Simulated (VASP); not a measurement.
# HCl (Fm-3m) in VASP: further runs

The runs below take HCl through single point, relaxation of cell and atoms, with PBEsol.

All numbers are computed with VASP 6.6.1; they aren't measurements. Logs are shortened: lines on timing, memory, paths and dates and some standing lists are left out, and cuts for length are marked.

**1. The cell of the first run**

The structure is cubic, space group Fm-3m (No. 225). Conventional cell: a = 4.457 Å, b = 4.457 Å, c = 4.457 Å, α = 90.00°, β = 90.00°, γ = 90.00°. Within 2.9 Å of H (site symmetry m-3m) lie 6 Cl at 2.23 Å. Cl (site symmetry m-3m) has 6 H at 2.23 Å within 2.9 Å.

**2. Single point, PBEsol**

Input file INCAR:

```
PREC     = Accurate       # precision mode
ENCUT    = 520            # plane-wave cutoff, eV
EDIFF    = 1E-6           # SCF threshold, eV
ISMEAR   = 0              # smearing method
SIGMA    = 0.1            # smearing width, eV
LREAL    = False          # projectors in reciprocal space
LASPH    = True           # aspherical terms in the spheres
NELM     = 60             # most SCF steps
ALGO     = Normal         # electronic algorithm
ISIF     = 2              # what is computed and relaxed
LWAVE    = False          # write WAVECAR
LCHARG   = False          # write CHGCAR
GGA      = PS             # functional
NBANDS   = 11             # bands
```

Input file KPOINTS:

```
regular mesh
0
Gamma
  6 6 6
```

Input file POSCAR:

```
HCl
1.0
    0.0000000000      2.2283801594      2.2283801594
    2.2283801594      0.0000000000      2.2283801594
    2.2283801594      2.2283801594      0.0000000000
H Cl
1 1
Direct
    0.0000000000      0.0000000000      0.0000000000
    0.5000000000      0.5000000000      0.5000000000
```

Potentials or basis: VASP PAW PBE potentials, release 64 (H, Cl).

The run is started by

```
cat potpaw_PBE.64/H/POTCAR potpaw_PBE.64/Cl/POTCAR > POTCAR
mpirun -np 1 vasp_std > vasp.out
```

OUTCAR:

```text
PREC = Accurate
   ENCUT = 520
   EDIFF = 1E-6
   ISMEAR = 0
   LREAL = False
   LASPH = True
   NELM = 60
   ISIF = 2
   GGA = PS

 ion  position               nearest neighbor table
   1  0.000  0.000  0.000-
   2  0.500  0.500  0.500-

  LATTYP: Found a face centered cubic cell.
 ALAT       =     4.4567603188

  Lattice vectors:

 A1 = (   0.0000000000,   2.2283801594,   2.2283801594)
 A2 = (   2.2283801594,   0.0000000000,   2.2283801594)
 A3 = (   2.2283801594,   2.2283801594,   0.0000000000)

Analysis of symmetry for initial positions (statically):
=====================================================================
 Subroutine PRICEL returns:
 Original cell was already a primitive cell.

 Routine SETGRP: Setting up the symmetry group for a
 face centered cubic supercell.

 Subroutine GETGRP returns: Found 48 space group operations
 (whereof 48 operations were pure point group operations)
 out of a pool of 48 trial point group operations.

The static configuration has the point symmetry O_h .

Analysis of symmetry for dynamics (positions and initial velocities):
=====================================================================
 Subroutine PRICEL returns:
 Original cell was already a primitive cell.

 Routine SETGRP: Setting up the symmetry group for a
 face centered cubic supercell.

 Subroutine GETGRP returns: Found 48 space group operations
 (whereof 48 operations were pure point group operations)
 out of a pool of 48 trial point group operations.

The dynamic configuration has the point symmetry O_h .

 Subroutine INISYM returns: Found 48 space group operations
 (whereof 48 operations are pure point group operations),
 and found     1 'primitive' translations

----------------------------------------------------------------------------------------

                                     Primitive cell

  volume of cell :      22.1308

  direct lattice vectors                    reciprocal lattice vectors
     0.000000000  2.228380159  2.228380159    -0.224378232  0.224378232  0.224378232
     2.228380159  0.000000000  2.228380159     0.224378232 -0.224378232  0.224378232
     2.228380159  2.228380159  0.000000000     0.224378232  0.224378232 -0.224378232

  length of vectors
     3.151405444  3.151405444  3.151405444     0.388634498  0.388634498  0.388634498

  position of ions in fractional coordinates (direct lattice)
[... 76 lines left out ...]
   ISIF   =      2    stress and relaxation
   ISYM   =      2    0-nonsym 1-usesym 2-fastsym
   POTIM  = 0.5000    time-step for ionic-motion
   TEBEG  =    0.0;   TEEND  =   0.0 temperature during run
   PSTRESS=    0.0 pullay stress
   NELECT =       8.0000    total number of electrons
   NUPDOWN=      -1.0000    fix difference up-down
   EMIN   =  10.00;   EMAX   =-10.00  energy-range for DOS
   EFERMI =   0.00;   METHOD = LEGACY
   ISMEAR =     0;   SIGMA  =   0.10  broadening in eV -4-tet -1-fermi 0-gaus
   EFERMI_NEDOS =   21; number of points for ismear=-14 and -15
   IALGO  =     38    algorithm
   IMIX   =      4    mixing-type and parameters
     AMIX     =   0.40;   BMIX     =  1.00
     AMIX_MAG =   1.60;   BMIX_MAG =  1.00
  volume/ion in A,a.u.               =      11.07        74.67
  Fermi-wavevector in a.u.,A,eV,Ry     =   1.166198  2.203794 18.504158  1.360017
  Thomas-Fermi vector in A             =   2.302714
   LORBIT       =      0    0 simple, 1 ext, 2 COOP (PROOUT), +10 PAW based schemes
   GGA     = PS    functional components
   LHFCALC =     F    Hartree Fock is set to
   AEXX    =    0.0000 exact exchange contribution
   IVDW    =     0    specifies the selected vdW correction
   LEPSILON=     F    determine dielectric tensor
   LRPA    =     F    only Hartree local field effects (RPA)
 non-spin polarized calculation
 Gauss-broadening in eV      SIGMA  =   0.10
  energy-cutoff  :      520.00
  volume of cell :       22.13
 maximum number of plane-waves:       609
   NGX = 11   NGY = 11   NGZ = 11

 number of electron       8.0000000 magnetization

 Free energy of the ion-electron system (eV)
  ---------------------------------------------------
  ext. energy  EPLUGINS =         0.00000000
  ---------------------------------------------------
  free energy    TOTEN  =        -4.10755767 eV

  energy without entropy =       -4.10534295  energy(sigma->0) =       -4.10645031

 E-fermi :   3.2842     XC(G=0): -10.4645

 val. band max:        3.1606487228   @ k =   0.1667   0.0000   0.0000
 cond. band min:       3.3118891777   @ k =   0.0000   0.0000   0.0000
 fundamental gap:      0.1512404549
 Fermi energy:         3.2841836794

 k-point     1 :       0.0000    0.0000    0.0000
  band No.  band energies     occupation
      1     -12.9135      2.00000
      2       3.3119      0.69519
      3       3.3119      0.69519
      4       3.3119      0.69519
      5       4.1527      0.00000
      6      15.8594      0.00000
      7      15.8594      0.00000
      8      15.8594      0.00000
      9      19.6322      0.00000
     10      19.6322      0.00000
     11      20.0283      0.00000
[... 197 lines left out ...]
 k-point    16 :      -0.3333    0.5000    0.1667
  band No.  band energies     occupation
      1     -10.3209      2.00000
      2      -1.1201      2.00000
      3      -0.7246      2.00000
      4       0.3351      2.00000
      5       4.8696      0.00000
      6      13.2116      0.00000
      7      17.2600      0.00000
      8      17.6018      0.00000
      9      23.0716      0.00000
     10      23.9644      0.00000
     11      24.4314      0.00000

------------------------ aborting loop because EDIFF is reached ----------------------------------------

  FORCE on cell =-STRESS in cart. coord.  units (eV):
  Direction    XX          YY          ZZ          XY          YZ          ZX
  --------------------------------------------------------------------------------------
  -------------------------------------------------------------------------------------
  Total       -0.0128357     -0.0128357     -0.0128357      0.0000000      0.0000000      0.0000000
  in kB       -0.9292467     -0.9292467     -0.9292467      0.0000000      0.0000000      0.0000000
  external PRESSURE =      -0.9292467 kB  Pullay stress =       0.0000000 kB

 VOLUME and BASIS-vectors are now :
 -----------------------------------------------------------------------------
  energy-cutoff  :      520.00
  volume of cell :       22.13
      direct lattice vectors                 reciprocal lattice vectors
     0.000000000  2.228380159  2.228380159    -0.224378232  0.224378232  0.224378232
     2.228380159  0.000000000  2.228380159     0.224378232 -0.224378232  0.224378232
     2.228380159  2.228380159  0.000000000     0.224378232  0.224378232 -0.224378232

 POSITION                                       TOTAL-FORCE (eV/Angst)
 -----------------------------------------------------------------------------------
      0.00000      0.00000      0.00000         0.000000     -0.000000      0.000000
      2.22838      2.22838      2.22838        -0.000000      0.000000     -0.000000
 -----------------------------------------------------------------------------------
    total drift:                               -0.000000     -0.000000      0.000000

  FREE ENERGIE OF THE ION-ELECTRON SYSTEM (eV)
  ---------------------------------------------------
  free  energy   TOTEN  =        -4.1075576681 eV

  energy  without entropy=       -4.1053429514  energy(sigma->0) =       -4.10645031
```

stdout:

```text
POSCAR found type information on POSCAR H Cl
 POSCAR found :  2 types and       2 ions
 scaLAPACK will be used
 -----------------------------------------------------------------------------
|                                                                             |
|                                                                             |
|     You enforced a specific xc type in the INCAR file but a different       |
|     I HOPE YOU KNOW WHAT YOU ARE DOING!                                     |
|                                                                             |
 -----------------------------------------------------------------------------

 LDA part: xc-table for (Slater+PW92), standard interpolation
 POSCAR, INCAR and KPOINTS ok, starting setup
 FFT: planning ... GRIDC
 FFT: planning ... GRID_SOFT
 FFT: planning ... GRID
 WAVECAR not read
 entering main loop
```

Run time: 5.3 s. Hardware: 1 thread of Intel Xeon 8259CL, shared host; peak memory 0.13 GiB.

Results:

| Property | Result |
| --- | --- |
| Free energy | -4.1076 eV |
| Pressure | -0.1 GPa |
| Band gap on the k mesh | zero (bands 4 and 5 overlap by 1.47 eV) |

Caveat: the k points lie up to 0.41 Å⁻¹ apart, too coarse for converged energies and pressures of a metal; the PAW data sets were made with another functional, which shifts forces and pressure a little.

**3. Relaxation of cell and atoms, PBEsol**

This run uses another cell than the first one, of 20.51 Å³/atom.

Input file INCAR:

```
SYSTEM = HCl
ALGO = Normal
EDIFF = 1E-6
EDIFFG = -0.05
ENCUT = 600
GGA = PS
IBRION = 2
ISIF = 3
ISMEAR = 0
LASPH = .True.
LCHARG = .False.
LREAL = .False.
LWAVE = .False.
NELM = 60
NSW = 100
PREC = Accurate
SIGMA = 0.1
```

Input file KPOINTS:

```
k-points
0
Gamma
  6 6 6
  0 0 0
```

Input file POSCAR:

```
HCl
1.0
    0.0000000000      2.7375000000      2.7375000000
    2.7375000000      0.0000000000      2.7375000000
    2.7375000000      2.7375000000      0.0000000000
H Cl
1 1
Direct
    0.0000000000      0.0000000000      0.0000000000
    0.5000000000      0.5000000000      0.5000000000
```

Potentials or basis: VASP PAW PBE potentials, release 64 (H, Cl).

The run is started by

```
cat potpaw_PBE.64/H/POTCAR potpaw_PBE.64/Cl/POTCAR > POTCAR
mpirun -np 1 vasp_std > vasp.out
```

It took 46 s on 1 thread of Intel Xeon 8259CL, shared host; peak memory 0.18 GiB.

It converged, with:

```
Free energy                           : -4.1093 eV
Relaxed volume                        : 11.07 Å³/atom
Relaxed cell                          : a = 3.152 Å, b = 3.152 Å, c = 3.152 Å, α = 60.00°, β = 60.00°, γ = 60.00°
Space group after relaxing (to 0.1 Å) : Fm-3m (No. 225)
Energy gained by relaxing             : 547.3 meV/atom
Ionic steps                           : 7
Pressure after relaxing               : 0.0 GPa
Band gap on the k mesh                : zero (bands 4 and 5 overlap by 1.47 eV)
```

The path:
| step | energy change (eV) | largest force (eV/Å) | pressure (GPa) | volume (Å³) |
| --- | --- | --- | --- | --- |
| 1 | 0.0000 | 0.0000 | -10.32 | 41.03 |
| 2 | -0.4998 | 0.0000 | -11.18 | 33.67 |
| 3 | -0.6996 | 0.0000 | 29.76 | 16.97 |
| 4 | -1.0054 | 0.0000 | -7.23 | 25.61 |
| 5 | -1.0739 | 0.0000 | 5.09 | 20.75 |
| 6 | -1.0938 | 0.0000 | -0.91 | 22.44 |
| 7 | -1.0946 | 0.0000 | 0.01 | 22.14 |

Final structure:
```yaml
crystal:
  lattice:
    - [0.00000, 2.22861, 2.22861]
    - [2.22861, 0.00000, 2.22861]
    - [2.22861, 2.22861, 0.00000]
  atoms:
    - { symbol: H, position: [0.00000, 0.00000, 0.00000] }
    - { symbol: Cl, position: [0.50000, 0.50000, 0.50000] }
```

Levels at points of the mesh, in eV from the Fermi level:
| k point | band 1 | band 2 | band 3 | band 4 | band 5 | band 6 | band 7 | band 8 |
| --- | --- | --- | --- | --- | --- | --- | --- | --- |
| (0.00, 0.00, 0.00) | -16.20 | 0.03 | 0.03 | 0.03 | 0.87 | 12.58 | 12.58 | 12.58 |
| (0.50, 0.00, 0.00) | -14.20 | -7.01 | -0.51 | -0.51 | 4.39 | 7.98 | 10.91 | 10.91 |
| (0.50, 0.50, 0.00) | -13.67 | -4.97 | -1.92 | -1.92 | -1.45 | 7.79 | 17.54 | 19.55 |

Caveat: the volume moved by over 15 % at a fixed basis, so the end points are rough; the PAW data sets were made with another functional, which shifts forces and pressure a little.
